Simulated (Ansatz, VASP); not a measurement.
**Two plane-wave programs on Ba**

```
Ba
1.0
    -2.30000    2.30000    2.70000
     2.30000   -2.30000    2.70000
     2.30000    2.30000   -2.70000
Ba
1
Direct
  0.00000 0.00000 0.00000
```

Change from the starting cell: strain -0.080 along x and y, +0.080 along z, atoms carried along.

Alike in both runs: task single point; functional PBEsol; k mesh 14 × 14 × 14; occupations gaussian, width 0.15 eV; no spin polarisation.

|  | VASP | Ansatz |
| --- | --- | --- |
| version | VASP 6.6.1 | Ansatz 0.2.0 |
| potentials or method | VASP PAW PBE potentials, release 64 (Ba_sv), cutoff 520 eV | scalar-relativistic, plane waves, PAW |
| valence electrons in the cell | 10 | 10 |

```tsv
	VASP	Ansatz	Ansatz less VASP
gap on the k mesh at the Fermi level (eV)	none	none	-
pressure (GPa)	0.3	0.2	-0.08
traceless stress, the component that is largest in VASP (GPa)	-0.26	-0.26	0.000
```

VASP's potentials were made for PBE, not for PBEsol. A gap of «none» marks a metal or a gap that the smearing closes.

Spin-orbit coupling is off throughout.
